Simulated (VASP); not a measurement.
# Si (Fd-3m) in VASP: a series of runs

The runs below take Si through single point, relaxation of cell and atoms, with LDA.

Program: VASP 6.6.1. These are calculated values, not measurements. Logs are shortened: lines on timing, memory, paths and dates and some standing lists are left out, and cuts for length are marked.

## 1. The cell of the first run

It takes space group Fd-3m (No. 227, cubic). Conventional cell: a = 5.402 Å, b = 5.402 Å, c = 5.402 Å, α = 90.00°, β = 90.00°, γ = 90.00°. Si (site symmetry -43m) has 4 Si at 2.34 Å within 3.1 Å.

## 2. Single point, LDA

Contents of INCAR:

```
SYSTEM = Si
  PREC = Accurate
  ENCUT = 520
  EDIFF = 1E-7
  ISMEAR = 0
  SIGMA = 0.02
  LREAL = .FALSE.
  LASPH = .TRUE.
  NELM = 100
  ALGO = Normal
  ISIF = 2
  LWAVE = .FALSE.
  LCHARG = .FALSE.
  NBANDS = 11
```

Contents of KPOINTS:

```
regular mesh
0
G
  12 12 12
  0 0 0
```

Contents of POSCAR:

```
Si
1.0
    0.0000000000      2.7009711371      2.7009711371
    2.7009711371      0.0000000000      2.7009711371
    2.7009711371      2.7009711371      0.0000000000
Si
2
Direct
    0.7500000000      0.7500000000      0.7500000000
    0.5000000000      0.5000000000      0.5000000000
```

Potentials or basis: VASP PAW LDA potentials, release 64 (Si).

Started as:

```sh
> cat potpaw_LDA.64/Si/POTCAR > POTCAR
> mpirun -np 1 vasp_std > vasp.out
```

OUTCAR:

```text
SYSTEM = Si
   PREC = Accurate
   ENCUT = 520
   EDIFF = 1E-7
   ISMEAR = 0
   LREAL = .FALSE.
   LASPH = .TRUE.
   NELM = 100
   ISIF = 2

 ion  position               nearest neighbor table
   1  0.750  0.750  0.750-   2 2.34   2 2.34   2 2.34   2 2.34
   2  0.500  0.500  0.500-   1 2.34   1 2.34   1 2.34   1 2.34

  LATTYP: Found a face centered cubic cell.
 ALAT       =     5.4019422742

  Lattice vectors:

 A1 = (   0.0000000000,   2.7009711371,   2.7009711371)
 A2 = (   2.7009711371,   0.0000000000,   2.7009711371)
 A3 = (   2.7009711371,   2.7009711371,   0.0000000000)

Analysis of symmetry for initial positions (statically):
=====================================================================
 Subroutine PRICEL returns:
 Original cell was already a primitive cell.

 Routine SETGRP: Setting up the symmetry group for a
 face centered cubic supercell.

 Subroutine GETGRP returns: Found 48 space group operations
 (whereof 24 operations were pure point group operations)
 out of a pool of 48 trial point group operations.

The static configuration has the point symmetry T_d .
 The point group associated with its full space group is O_h .

Analysis of symmetry for dynamics (positions and initial velocities):
=====================================================================
 Subroutine PRICEL returns:
 Original cell was already a primitive cell.

 Routine SETGRP: Setting up the symmetry group for a
 face centered cubic supercell.

 Subroutine GETGRP returns: Found 48 space group operations
 (whereof 24 operations were pure point group operations)
 out of a pool of 48 trial point group operations.

The dynamic configuration has the point symmetry T_d .
 The point group associated with its full space group is O_h .

 Subroutine INISYM returns: Found 48 space group operations
 (whereof 24 operations are pure point group operations),
 and found     1 'primitive' translations

----------------------------------------------------------------------------------------

                                     Primitive cell

  volume of cell :      39.4085

  direct lattice vectors                    reciprocal lattice vectors
     0.000000000  2.700971137  2.700971137    -0.185118602  0.185118602  0.185118602
     2.700971137  0.000000000  2.700971137     0.185118602 -0.185118602  0.185118602
     2.700971137  2.700971137  0.000000000     0.185118602  0.185118602 -0.185118602

  length of vectors
     3.819750014  3.819750014  3.819750014     0.320634823  0.320634823  0.320634823

  position of ions in fractional coordinates (direct lattice)
     0.750000000  0.750000000  0.750000000
     0.500000000  0.500000000  0.500000000

  ion indices of the primitive-cell ions
   primitive index   ion index
                 1           1
                 2           2

----------------------------------------------------------------------------------------

 KPOINTS: regular mesh

Automatic generation of k-mesh.
 Grid dimensions read from file:
 generate k-points for:   12   12   12

 Generating k-lattice:

  Cartesian coordinates                     Fractional coordinates (reciprocal lattice)
    -0.015426550  0.015426550  0.015426550     0.083333333  0.000000000  0.000000000
     0.015426550 -0.015426550  0.015426550     0.000000000  0.083333333  0.000000000
     0.015426550  0.015426550 -0.015426550     0.000000000  0.000000000  0.083333333

  Length of vectors
     0.026719569  0.026719569  0.026719569

  Shift w.r.t. Gamma in fractional coordinates (k-lattice)
     0.000000000  0.000000000  0.000000000

 Subroutine IBZKPT returns following result:
 ===========================================

 Found     72 irreducible k-points:

 Following reciprocal coordinates:
            Coordinates               Weight
  0.000000  0.000000  0.000000      1.000000
  0.083333  0.000000  0.000000      8.000000
  0.166667  0.000000  0.000000      8.000000
  0.250000  0.000000  0.000000      8.000000
  0.333333  0.000000  0.000000      8.000000
  0.416667  0.000000  0.000000      8.000000
[... 16 lines left out ...]
  0.500000  0.166667  0.000000     24.000000
 -0.416667  0.166667  0.000000     24.000000
 [... further k-points ...]
   k-points           NKPTS =     72   k-points in BZ     NKDIM =     72   number of bands    NBANDS=     11
   number of dos      NEDOS =    301   number of ions     NIONS =      2
   total plane-waves  NPLWV =  21952
   dimension x,y,z NGX =    28 NGY =   28 NGZ =   28
   dimension x,y,z NGXF=    56 NGYF=   56 NGZF=   56
   ions per type =               2
   NGX,Y,Z   is equivalent  to a cutoff of  12.19, 12.19, 12.19 a.u.
   NGXF,Y,Z  is equivalent  to a cutoff of  24.37, 24.37, 24.37 a.u.
 SYSTEM =  Si
   PREC   = accura    normal or accurate (medium, high low for compatibility)
   ISTART =      0    job   : 0-new  1-cont  2-samecut
   ICHARG =      2    charge: 1-file 2-atom 10-const
   ISPIN  =      1    spin polarized calculation?
   LNONCOLLINEAR =      F non collinear calculations
   LSORBIT =      F    spin-orbit coupling
   LASPH  =      T    aspherical Exc in radial PAW
   ENCUT  =  520.0 eV  38.22 Ry    6.18 a.u.   7.10  7.10  7.10*2*pi/ulx,y,z
   NELM   =    100;   NELMIN=  2; NELMDL= -5     # of ELM steps
   EDIFF  = 0.1E-06   stopping-criterion for ELM
   LREAL  =      F    real-space projection
   EDIFFG = 0.1E-05   stopping-criterion for IOM
   NSW    =      0    number of steps for IOM
   IBRION =     -1    ionic relax: 0-MD 1-quasi-New 2-CG
   NFREE  =      0    steps in history (QN), initial steepest desc. (CG)
   ISIF   =      2    stress and relaxation
   ISYM   =      2    0-nonsym 1-usesym 2-fastsym
   POTIM  = 0.5000    time-step for ionic-motion
   TEBEG  =    0.0;   TEEND  =   0.0 temperature during run
   PSTRESS=    0.0 pullay stress
   NELECT =       8.0000    total number of electrons
   NUPDOWN=      -1.0000    fix difference up-down
   EMIN   =  10.00;   EMAX   =-10.00  energy-range for DOS
   EFERMI =   0.00;   METHOD = LEGACY
   ISMEAR =     0;   SIGMA  =   0.02  broadening in eV -4-tet -1-fermi 0-gaus
   EFERMI_NEDOS =   21; number of points for ismear=-14 and -15
   IALGO  =     38    algorithm
   IMIX   =      4    mixing-type and parameters
     AMIX     =   0.40;   BMIX     =  1.00
     AMIX_MAG =   1.60;   BMIX_MAG =  1.00
  volume/ion in A,a.u.               =      19.70       132.97
  Fermi-wavevector in a.u.,A,eV,Ry     =   0.962147  1.818195 12.595285  0.925727
  Thomas-Fermi vector in A             =   2.091581
   LORBIT       =      0    0 simple, 1 ext, 2 COOP (PROOUT), +10 PAW based schemes
   GGA     = CA    functional components
   LHFCALC =     F    Hartree Fock is set to
   AEXX    =    0.0000 exact exchange contribution
   IVDW    =     0    specifies the selected vdW correction
   LEPSILON=     F    determine dielectric tensor
   LRPA    =     F    only Hartree local field effects (RPA)
 non-spin polarized calculation
 Gauss-broadening in eV      SIGMA  =   0.02
  energy-cutoff  :      520.00
  volume of cell :       39.41
 maximum number of plane-waves:      1074
   NGX = 15   NGY = 15   NGZ = 15

 number of electron       8.0000001 magnetization

 Free energy of the ion-electron system (eV)
  ---------------------------------------------------
  ext. energy  EPLUGINS =         0.00000000
  ---------------------------------------------------
  free energy    TOTEN  =       -11.91974442 eV

  energy without entropy =      -11.91974442  energy(sigma->0) =      -11.91974442

 E-fermi :   6.0934     XC(G=0):  -9.6658

 val. band max:        5.9331380114   @ k =   0.0000   0.0000   0.0000
 cond. band min:       6.3752298201   @ k =   0.4167   0.4167   0.0000
 fundamental gap:      0.4420918087
 Fermi energy:         6.0933846345

 k-point     1 :       0.0000    0.0000    0.0000
  band No.  band energies     occupation
      1      -6.1334      2.00000
      2       5.9331      2.00000
      3       5.9331      2.00000
      4       5.9331      2.00000
      5       8.4642      0.00000
      6       8.4642      0.00000
      7       8.4642      0.00000
      8       9.3254      0.00000
      9      13.6693      0.00000
     10      13.6693      0.00000
     11      13.6788      0.00000

 k-point     2 :       0.0833    0.0000    0.0000
  band No.  band energies     occupation
      1      -6.0411      2.00000
      2       5.0642      2.00000
      3       5.7866      2.00000
      4       5.7866      2.00000
      5       8.5101      0.00000
      6       8.6791      0.00000
      7       8.6791      0.00000
      8       9.9809      0.00000
      9      13.3829      0.00000
     10      13.3829      0.00000
     11      14.0779      0.00000

 k-point     3 :       0.1667    0.0000    0.0000
  band No.  band energies     occupation
      1      -5.7671      2.00000
      2       3.5254      2.00000
      3       5.4757      2.00000
      4       5.4757      2.00000
      5       8.2467      0.00000
      6       9.1191      0.00000
      7       9.1191      0.00000
      8      11.3901      0.00000
      9      12.9965      0.00000
     10      12.9965      0.00000
     11      14.8476      0.00000

 k-point     4 :       0.2500    0.0000    0.0000
  band No.  band energies     occupation
      1      -5.3218      2.00000
      2       1.9614      2.00000
      3       5.1640      2.00000
      4       5.1640      2.00000
      5       7.9172      0.00000
      6       9.4091      0.00000
      7       9.4091      0.00000
      8      12.8284      0.00000
      9      13.1030      0.00000
     10      13.1030      0.00000
     11      14.7635      0.00000
[... 239 lines left out ...]
 k-point    22 :       0.4167    0.1667    0.0000
  band No.  band energies     occupation
      1      -4.1959      2.00000
      2       0.2076      2.00000
      3       3.4574      2.00000
      4       4.0759      2.00000
      5       7.8565      0.00000
      6      10.1634      0.00000
      7      10.8007      0.00000
      8      10.9222      0.00000
      9      15.7176      0.00000
     10      16.1365      0.00000
     11      16.7640      0.00000

 k-point    23 :       0.5000    0.1667    0.0000
  band No.  band energies     occupation
      1      -3.5976      2.00000
      2      -0.7467      2.00000
      3       3.1069      2.00000
      4       4.1323      2.00000
      5       7.8888      0.00000
      6      10.0078      0.00000
      7      10.5201      0.00000
      8      12.3087      0.00000
      9      15.2528      0.00000
     10      16.4134      0.00000
     11      17.6666      0.00000

 k-point    24 :      -0.4167    0.1667    0.0000
  band No.  band energies     occupation
      1      -3.4789      2.00000
      2      -0.9115      2.00000
      3       2.8879      2.00000
      4       4.3205      2.00000
      5       8.0416      0.00000
      6       9.9521      0.00000
      7      10.2904      0.00000
      8      13.8668      0.00000
      9      14.4241      0.00000
     10      14.7072      0.00000
     11      17.0302      0.00000

 [... further k-points ...]
[... 5 lines left out ...]
  --------------------------------------------------------------------------------------
  -------------------------------------------------------------------------------------
  Total        0.0117167      0.0117167      0.0117167     -0.0000000     -0.0000000      0.0000000
  in kB        0.4763497      0.4763497      0.4763497     -0.0000000     -0.0000000      0.0000000
  external PRESSURE =       0.4763497 kB  Pullay stress =       0.0000000 kB

 VOLUME and BASIS-vectors are now :
 -----------------------------------------------------------------------------
  energy-cutoff  :      520.00
  volume of cell :       39.41
      direct lattice vectors                 reciprocal lattice vectors
     0.000000000  2.700971137  2.700971137    -0.185118602  0.185118602  0.185118602
     2.700971137  0.000000000  2.700971137     0.185118602 -0.185118602  0.185118602
     2.700971137  2.700971137  0.000000000     0.185118602  0.185118602 -0.185118602

 POSITION                                       TOTAL-FORCE (eV/Angst)
 -----------------------------------------------------------------------------------
      4.05146      4.05146      4.05146        -0.000000      0.000000      0.000000
      2.70097      2.70097      2.70097         0.000000     -0.000000     -0.000000
 -----------------------------------------------------------------------------------
    total drift:                                0.000000      0.000000     -0.000000

  FREE ENERGIE OF THE ION-ELECTRON SYSTEM (eV)
  ---------------------------------------------------
  free  energy   TOTEN  =       -11.9197444238 eV

  energy  without entropy=      -11.9197444238  energy(sigma->0) =      -11.91974442
```

Wall time 14 s (1 thread of Intel Xeon Platinum 8488C (Sapphire Rapids), shared host); peak memory 0.14 GiB.

What came out:

- Free energy: -11.9197 eV
- Pressure: 0.0 GPa
- Band gap on the k mesh: 0.44 eV, indirect (least direct gap 2.53 eV)

A k mesh can miss the band edges. A hybrid or GW would open this gap; LDA tends to underestimate it.

## 3. Relaxation of cell and atoms, LDA

Contents of INCAR:

```
SYSTEM = Si
PREC = Accurate ; ENCUT = 600
EDIFF = 1E-6 ; ISMEAR = 0
SIGMA = 0.02 ; LREAL = .False.
LASPH = .True. ; NELM = 100
ALGO = Normal ; ISIF = 3
LWAVE = .False. ; LCHARG = .False.
IBRION = 2 ; NSW = 100
EDIFFG = -0.005
```

Contents of KPOINTS:

```
Automatic mesh
0
Gamma
  12 12 12
  0 0 0
```

Contents of POSCAR:

```
Si
1.0
    0.0000000000      2.7009711377      2.7009711377
    2.7009711377      0.0000000000      2.7009711377
    2.7009711377      2.7009711377      0.0000000000
Si
2
Direct
    0.7500000000      0.7500000000      0.7500000000
    0.5000000000      0.5000000000      0.5000000000
```

Potentials or basis: VASP PAW LDA potentials, release 64 (Si).

Started as:

```sh
> cat potpaw_LDA.64/Si/POTCAR > POTCAR
> mpirun -np 1 vasp_std > vasp.out
```

Wall time 43 s (1 thread of Intel Xeon 6975P-C, shared host); peak memory 0.16 GiB.

It converged, with:

| Quantity | Value |
| --- | --- |
| Free energy | -11.9199 eV |
| Relaxed volume | 19.72 Å³/atom |
| Relaxed cell | a = 3.820 Å, b = 3.820 Å, c = 3.820 Å, α = 60.00°, β = 60.00°, γ = 60.00° |
| Space group after relaxing (to 0.05 Å) | Fd-3m (No. 227) |
| Energy gained by relaxing | 0.0 meV/atom |
| Ionic steps | 3 |
| Pressure after relaxing | 0.0 GPa |
| Band gap on the k mesh | 0.44 eV, indirect (least direct gap 2.53 eV) |

Final structure:
```
Si
1.0
     0.00000    2.70148    2.70148
     2.70148    0.00000    2.70148
     2.70148    2.70148    0.00000
Si
2
Cartesian
  4.0522 4.0522 4.0522
  2.7015 2.7015 2.7015
```

Levels at points of the mesh, in eV from the valence-band top:
```tsv
k point	band 2	band 3	band 4	band 5	band 6	band 7
(0.00, 0.00, 0.00)	0.00	0.00	0.00	2.53	2.53	2.53
(0.50, 0.00, 0.00)	-7.06	-1.21	-1.21	1.48	3.29	3.29
(0.50, 0.50, 0.00)	-7.86	-2.89	-2.89	0.57	0.57	10.11
```
